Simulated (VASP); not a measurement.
Input of a VASP 6.6.1 run:

POSCAR

```
Si
1.0
   -1.6757223779      1.6757223779      1.3599397455
    1.6757223779     -1.6757223779      1.3599397455
    1.6757223779      1.6757223779     -1.3599397455
Si
1
Direct
    0.0000000000      0.0000000000      0.0000000000
```

Contents of INCAR.step1:

```
SYSTEM = Si
PREC     = Accurate       ! precision mode
ENCUT    = 520            ! plane-wave cutoff, eV
ISMEAR   = 0              ! smearing method
SIGMA    = 0.15           ! smearing width, eV
LREAL    = .False.        ! projectors in reciprocal space
LASPH    = .True.         ! aspherical terms in the spheres
NELM     = 60             ! most SCF steps
NBANDS   = 8              ! bands
GGA      = PE             ! functional
ALGO     = Normal         ! electronic algorithm
EDIFF    = 1E-4           ! SCF threshold, eV
LWAVE    = .True.         ! write WAVECAR
LCHARG   = .False.        ! write CHGCAR
```

Contents of INCAR.step2:

```
SYSTEM = Si
PREC     = Accurate       ! precision mode
ENCUT    = 520            ! plane-wave cutoff, eV
EDIFF    = 1E-6           ! SCF threshold, eV
ISMEAR   = 0              ! smearing method
SIGMA    = 0.15           ! smearing width, eV
LREAL    = .False.        ! projectors in reciprocal space
LASPH    = .True.         ! aspherical terms in the spheres
NELM     = 60             ! most SCF steps
ALGO     = Normal         ! electronic algorithm
ISIF     = 2              ! what is computed and relaxed
LWAVE    = .False.        ! write WAVECAR
LCHARG   = .True.         ! write CHGCAR
METAGGA  = R2SCAN         ! meta-GGA
LMIXTAU  = .True.       
LELF     = .True.         ! ELF
LVHAR    = .True.       
NBANDS   = 8              ! bands
ISTART   = 1
```

KPOINTS

```
regular mesh
0
Gamma
  22 22 22
  0 0 0
```

Potentials or basis: VASP PAW PBE potentials, release 64 (Si).

Command:

```sh
$ cat potpaw_PBE.64/Si/POTCAR > POTCAR
$ cp INCAR.step1 INCAR
$ mpirun -np 1 vasp_std > vasp.out
$ cp INCAR.step2 INCAR
$ mpirun -np 1 vasp_std > vasp.out
```

(1) Estimate the band gap on the k mesh.

(2) What does it give for the pressure?

## Answers

(1) zero (bands 2 and 3 overlap by 13.69 eV).

(2) -6.6 GPa.

Caveat: the cell differs from its parent crystal (strain +0.030 along x and y, +0.030 along z); the cell stands under tension; the PAW data sets were made with another functional, which shifts forces and pressure a little.
